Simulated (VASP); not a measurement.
# EuYS3 (Pm-3m) in VASP: notebook

EuYS3 is run at these levels: PBE; tasks: single point, relaxation of cell and atoms.

All numbers are computed with VASP 6.6.1; they aren't measurements. Logs are shortened: lines on timing, memory, paths and dates and some standing lists are left out, and cuts for length are marked.

**1. The cell of the first run**

Symmetry: Pm-3m, No. 221, cubic system. The conventional cell has a = 4.497 Å, b = 4.497 Å, c = 4.497 Å, α = 90.00°, β = 90.00°, γ = 90.00°. Y (site symmetry m-3m) has 6 S at 2.25 Å within 3.0 Å. Within 4.2 Å of Eu (site symmetry m-3m) lie 12 S at 3.18 Å and 8 Y at 3.89 Å. Within 3.0 Å of S (site symmetry 4/mmm) lie 2 Y at 2.25 Å.

The cell was generated, and may not be a known phase.

**2. Single point, PBE, collinear spin, ferromagnetic start**

Contents of INCAR:

```
  PREC = Accurate
  ENCUT = 520
  EDIFF = 1E-7
  ISMEAR = 0
  SIGMA = 0.1
  LREAL = F
  LASPH = T
  NELM = 150
  ALGO = Normal
  ISIF = 2
  LWAVE = F
  LCHARG = F
  ISPIN = 2
  MAGMOM = 0 7 0 0 0
  LORBIT = 11
  LMAXMIX = 6
  GGA = PE
  NBANDS = 35
```

Contents of KPOINTS:

```
regular mesh
0
Gamma
  4 4 4
```

Contents of POSCAR:

```
EuYS3
1.0
    4.4974755400      0.0000000000      0.0000000000
    0.0000000000      4.4974755400      0.0000000000
    0.0000000000      0.0000000000      4.4974755400
Y Eu S
1 1 3
Direct
    0.0000000000      0.0000000000      0.0000000000
    0.5000000000      0.5000000000      0.5000000000
    0.5000000000      0.0000000000      0.0000000000
    0.0000000000      0.5000000000      0.0000000000
    0.0000000000      0.0000000000      0.5000000000
```

Potentials or basis: VASP PAW PBE potentials, release 64 (Y_sv, Eu, S).

On the command line:

```console
$ cat potpaw_PBE.64/Y_sv/POTCAR potpaw_PBE.64/Eu/POTCAR potpaw_PBE.64/S/POTCAR > POTCAR
$ mpirun -np 1 vasp_std > vasp.out
```

OUTCAR:

```text
PREC = Accurate
   ENCUT = 520
   EDIFF = 1E-7
   ISMEAR = 0
   LREAL = F
   LASPH = T
   NELM = 150
   ISIF = 2
   ISPIN = 2
   LORBIT = 11
   GGA = PE

 ion  position               nearest neighbor table
   1  0.000  0.000  0.000-   3 2.25   4 2.25   5 2.25   5 2.25   4 2.25   3 2.25   2 3.89   2 3.89
                             2 3.89   2 3.89   2 3.89   2 3.89   2 3.89   2 3.89
   2  0.500  0.500  0.500-   1 3.89   1 3.89   1 3.89   1 3.89   1 3.89   1 3.89   1 3.89   1 3.89

   3  0.500  0.000  0.000-   1 2.25   1 2.25
   4  0.000  0.500  0.000-   1 2.25   1 2.25
   5  0.000  0.000  0.500-   1 2.25   1 2.25

  LATTYP: Found a simple cubic cell.
 ALAT       =     4.4974755400

  Lattice vectors:

 A1 = (   4.4974755400,   0.0000000000,   0.0000000000)
 A2 = (   0.0000000000,   4.4974755400,   0.0000000000)
 A3 = (   0.0000000000,   0.0000000000,   4.4974755400)

Analysis of symmetry for initial positions (statically):
=====================================================================
 Subroutine PRICEL returns:
 Original cell was already a primitive cell.

 Routine SETGRP: Setting up the symmetry group for a
 simple cubic supercell.

 Subroutine GETGRP returns: Found 48 space group operations
 (whereof 48 operations were pure point group operations)
 out of a pool of 48 trial point group operations.

The static configuration has the point symmetry O_h .

Analysis of symmetry for dynamics (positions and initial velocities):
=====================================================================
 Subroutine PRICEL returns:
 Original cell was already a primitive cell.

 Routine SETGRP: Setting up the symmetry group for a
 simple cubic supercell.

 Subroutine GETGRP returns: Found 48 space group operations
 (whereof 48 operations were pure point group operations)
 out of a pool of 48 trial point group operations.

The dynamic configuration has the point symmetry O_h .

Analysis of structural, dynamic, and magnetic symmetry:
=====================================================================
 Subroutine PRICEL returns:
 Original cell was already a primitive cell.

 Routine SETGRP: Setting up the symmetry group for a
 simple cubic supercell.

 Subroutine GETGRP returns: Found 48 space group operations
 (whereof 48 operations were pure point group operations)
 out of a pool of 48 trial point group operations.
[... 121 lines left out ...]
   LEPSILON=     F    determine dielectric tensor
   LRPA    =     F    only Hartree local field effects (RPA)
 spin polarized calculation
 Gauss-broadening in eV      SIGMA  =   0.10
  energy-cutoff  :      520.00
  volume of cell :       90.97
 maximum number of plane-waves:      2469
 NGX is ok and might be reduce to    36
   NGX = 17   NGY = 17   NGZ = 17

 number of electron      45.9999995 magnetization       6.6130963

 Free energy of the ion-electron system (eV)
  ---------------------------------------------------
  ext. energy  EPLUGINS =         0.00000000
  ---------------------------------------------------
  free energy    TOTEN  =       -32.20412899 eV

  energy without entropy =      -32.18128288  energy(sigma->0) =      -32.19270593

 E-fermi :   6.1658     XC(G=0): -10.9767

 val. band max:        6.1420542354   @ k =   0.0000   0.0000   0.0000
 cond. band min:       6.2109901993   @ k =   0.2500   0.2500   0.2500
 fundamental gap:      0.0689359639
 Fermi energy:         6.1657787997

 spin component 1

 k-point     1 :       0.0000    0.0000    0.0000
  band No.  band energies     occupation
      1     -35.2132      1.00000
      2     -34.2384      1.00000
      3     -15.1211      1.00000
      4     -15.1211      1.00000
      5     -15.1211      1.00000
      6     -13.9052      1.00000
[... 369 lines left out ...]
     34      13.0297      0.00000
     35      13.0297      0.00000
 Fermi energy:         6.1657787997

 spin component 2

 k-point     1 :       0.0000    0.0000    0.0000
  band No.  band energies     occupation
      1     -34.2392      1.00000
      2     -32.1761      1.00000
      3     -15.1105      1.00000
      4     -15.1105      1.00000
      5     -15.1105      1.00000
      6     -11.7378      1.00000
[... 369 lines left out ...]
     34      13.1912      0.00000
     35      13.1912      0.00000

------------------------ aborting loop because EDIFF is reached ----------------------------------------

  FORCE on cell =-STRESS in cart. coord.  units (eV):
  Direction    XX          YY          ZZ          XY          YZ          ZX
  --------------------------------------------------------------------------------------
  -------------------------------------------------------------------------------------
  Total       28.3589412     28.3589412     28.3589412      0.0000000      0.0000000     -0.0000000
  in kB      499.4524681    499.4524681    499.4524681      0.0000000      0.0000000     -0.0000000
  external PRESSURE =     499.4524681 kB  Pullay stress =       0.0000000 kB

 VOLUME and BASIS-vectors are now :
 -----------------------------------------------------------------------------
  energy-cutoff  :      520.00
  volume of cell :       90.97
      direct lattice vectors                 reciprocal lattice vectors
     4.497475540  0.000000000  0.000000000     0.222346957  0.000000000  0.000000000
     0.000000000  4.497475540  0.000000000     0.000000000  0.222346957  0.000000000
     0.000000000  0.000000000  4.497475540     0.000000000  0.000000000  0.222346957

 POSITION                                       TOTAL-FORCE (eV/Angst)
 -----------------------------------------------------------------------------------
      0.00000      0.00000      0.00000         0.000000      0.000000      0.000000
      2.24874      2.24874      2.24874         0.000000      0.000000      0.000000
      2.24874      0.00000      0.00000         0.000000      0.000000      0.000000
      0.00000      2.24874      0.00000         0.000000      0.000000      0.000000
      0.00000      0.00000      2.24874         0.000000      0.000000      0.000000
 -----------------------------------------------------------------------------------
    total drift:                                0.000000      0.000000      0.000000

  FREE ENERGIE OF THE ION-ELECTRON SYSTEM (eV)
  ---------------------------------------------------
  free  energy   TOTEN  =       -32.2041289880 eV

  energy  without entropy=      -32.1812828756  energy(sigma->0) =      -32.19270593

 total charge

# of ion       s       p       d       f       tot
--------------------------------------------------
    1        2.369   7.246   2.279   0.331  12.224
    2        2.016   5.742   0.276   6.609  14.644
    3        1.368   2.549   0.000   0.000   3.918
    4        1.368   2.549   0.000   0.000   3.918
    5        1.368   2.549   0.000   0.000   3.918
--------------------------------------------------
tot          8.490  20.636   2.555   6.940  38.621

 magnetization (x)

# of ion       s       p       d       f       tot
--------------------------------------------------
    1        0.000  -0.012   0.011  -0.001  -0.002
    2       -0.016  -0.116   0.049   6.561   6.477
    3       -0.001  -0.045   0.000   0.000  -0.046
    4       -0.001  -0.045   0.000   0.000  -0.046
    5       -0.001  -0.045   0.000   0.000  -0.046
--------------------------------------------------
tot         -0.019  -0.264   0.060   6.560   6.337
```

OSZICAR:

```text
N       E                     dE             d eps       ncg     rms          rms(c)
DAV:   1     0.334885502514E+03    0.33489E+03   -0.19150E+04  2060   0.466E+03
DAV:   2     0.212000978659E+02   -0.31369E+03   -0.27455E+03  2048   0.610E+02
[... 19 lines left out ...]
DAV:  22    -0.322041277258E+02    0.15371E-04   -0.12942E-04  2168   0.119E-01    0.614E-02
DAV:  23    -0.322041280175E+02   -0.29175E-06   -0.17516E-05  2685   0.420E-02    0.561E-02
DAV:  24    -0.322041281160E+02   -0.98454E-07   -0.31380E-06  2237   0.238E-02    0.368E-02
DAV:  25    -0.322041287077E+02   -0.59176E-06   -0.21612E-06  2181   0.176E-02    0.222E-02
DAV:  26    -0.322041289428E+02   -0.23505E-06   -0.24094E-07  1582   0.486E-03    0.533E-03
DAV:  27    -0.322041289880E+02   -0.45213E-07   -0.24529E-08  1099   0.224E-03
   1 F= -.32204129E+02 E0= -.32192706E+02  d E =-.228461E-01  mag=     6.6134
```

Run time: 4.6 min. Hardware: 1 thread of Intel Xeon 8259CL, shared host; peak memory 0.29 GiB.

What came out:

```yaml
Free_energy: -32.2041 eV
Pressure: 49.9 GPa
Net_moment: 6.61 μB per cell
Site_moments: Y -0.00; Eu +6.48; S -0.05 μB
Valence_electrons_inside_the_program's_atomic_spheres: Y 12.22; Eu 14.64; S 3.92
```

Levels at points of the mesh, in eV from the Fermi level:
Spin up:
```tsv
k point	band 23	band 24	band 25	band 26	band 27	band 28	band 29	band 30
(0.00, 0.00, 0.00)	-0.02	-0.02	0.34	0.34	0.34	0.44	0.44	0.44
(0.50, 0.00, 0.00)	-0.28	-0.21	-0.21	0.11	0.11	1.29	2.60	3.60
(0.50, 0.50, 0.00)	-0.30	-0.29	-0.21	-0.21	-0.09	3.00	3.85	5.09
(0.50, 0.50, 0.50)	-0.33	-0.29	0.39	0.39	0.39	1.99	3.07	3.07
```
Spin down:
```tsv
k point	band 16	band 17	band 18	band 19	band 20	band 21	band 22	band 23	band 24	band 25
(0.00, 0.00, 0.00)	-2.16	-2.16	0.40	0.40	0.40	0.49	0.49	0.49	1.80	1.80
(0.50, 0.00, 0.00)	-3.41	-3.41	-3.37	0.07	0.07	1.08	3.30	4.01	4.23	4.23
(0.50, 0.50, 0.00)	-4.16	-2.85	-2.85	-0.57	-0.36	3.69	4.27	4.27	4.36	4.39
(0.50, 0.50, 0.50)	-4.40	-4.40	-0.20	-0.20	-0.20	2.44	3.72	3.72	3.72	4.37
```

Caveat: the cell stands under pressure; spin-orbit coupling is left out, which moves the levels of the heavy elements; a cell with one magnetic atom can't hold antiferromagnetic order, which such compounds often take; semilocal functionals describe open f shells poorly, which spoils levels, moments and volumes.

[end of part 1 of 2]
